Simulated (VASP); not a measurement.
Input of a VASP 6.6.1 run:

The input INCAR:

```
PREC = Accurate ; ENCUT = 600
EDIFF = 1E-6 ; ISMEAR = -1
SIGMA = 0.1 ; LREAL = False
LASPH = True ; NELM = 60
ALGO = Normal ; ISIF = 3
LWAVE = False ; LCHARG = False
GGA = CA ; IBRION = 2
NSW = 100 ; EDIFFG = -0.002
```

Contents of KPOINTS:

```
Automatic mesh
0
Gamma
  14 14 14
```

POSCAR

```
LiF
1.0
    2.0140000000      2.0140000000      0.0000000000
   -2.0140000000      2.0140000000      0.0000000000
    0.0000000000      2.0140000000      2.0140000000
Li F
1 1
Direct
    0.0000000000      0.0000000000      0.0000000000
    0.5000000000      0.5000000000      0.0000000000
```

Potentials or basis: VASP PAW LDA potentials, release 64 (Li_sv, F).

The run is started by

```sh
$ cat potpaw_LDA.64/Li_sv/POTCAR potpaw_LDA.64/F/POTCAR > POTCAR
$ mpirun -np 1 vasp_std > vasp.out
```

(1) Estimate the band gap on the k mesh.

(2) Estimate the relaxed volume.

(3) What does it give for the relaxed cell?

(4) Predict the space group after relaxing (to 0.1 Å).

Answers

(1) 9.79 eV.

(2) 7.39 Å³/atom.

(3) a = 2.755 Å, b = 2.755 Å, c = 2.755 Å, α = 60.00°, β = 60.00°, γ = 90.00°.

(4) Fm-3m (No. 225).

Caveat: the cutoff is under 1.25 times the usual one of these potentials, so pressure, stress and relaxed cells hold a basis-set (Pulay) error.
